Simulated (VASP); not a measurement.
Crystal: Ta5Si.

```
CELL_PARAMETERS angstrom
0.00000 3.84073 3.84073
3.84073 0.00000 3.84073
3.84073 3.84073 0.00000
ATOMIC_POSITIONS crystal
Ta 0.11541 0.11541 0.11541
Ta 0.11541 0.11541 0.65377
Ta 0.11541 0.65377 0.11541
Ta 0.65377 0.11541 0.11541
Ta 0.75000 0.75000 0.75000
Si 0.50000 0.50000 0.50000
```

The cell was built from a structure type or drawn by symmetry, and may not be a known phase.

* Program: VASP 6.6.1
* Task: relaxation of cell and atoms
* Functional: PBE
* Potentials or basis: VASP PAW PBE potentials, release 64 (Ta_pv, Si)
* Cutoff: 600 eV
* k mesh: 4 × 4 × 4
* Occupations: gaussian, width 0.1 eV
* Spin: no spin polarisation

At the start: pressure 6.0 GPa; volume 18.89 Å³/atom.

Task: How do energy, volume and symmetry change on relaxing?

Result: Over 10 steps the energy falls by 226.1 meV/atom and the volume is 18.74 Å³/atom (-0.8 %); space group F-43m (No. 216, to 0.1 Å) before and after.

The path:
```tsv
step	energy change (eV)	largest force (eV/Å)	pressure (GPa)	volume (Å³)
1	0.0000	6.1399	5.99	113.31
2	1.3652	6.2718	-5.62	125.30
3	-1.2452	0.0772	-6.56	117.76
4	-1.2556	0.2199	-6.12	117.44
5	-1.2568	0.3734	-5.88	117.28
6	-1.2273	0.7569	6.91	107.62
7	-1.3562	0.1032	-0.26	112.65
8	-1.3562	0.1139	-0.14	112.56
9	-1.3565	0.0708	0.23	112.34
10	-1.3569	0.0056	0.08	112.43
```

Final structure:
```
CELL_PARAMETERS angstrom
0.00000 3.83078 3.83078
3.83078 0.00000 3.83078
3.83078 3.83078 0.00000
ATOMIC_POSITIONS crystal
Ta 0.12431 0.12431 0.12431
Ta 0.12431 0.12431 0.62706
Ta 0.12431 0.62706 0.12431
Ta 0.62706 0.12431 0.12431
Ta 0.75000 0.75000 0.75000
Si 0.50000 0.50000 0.50000
```
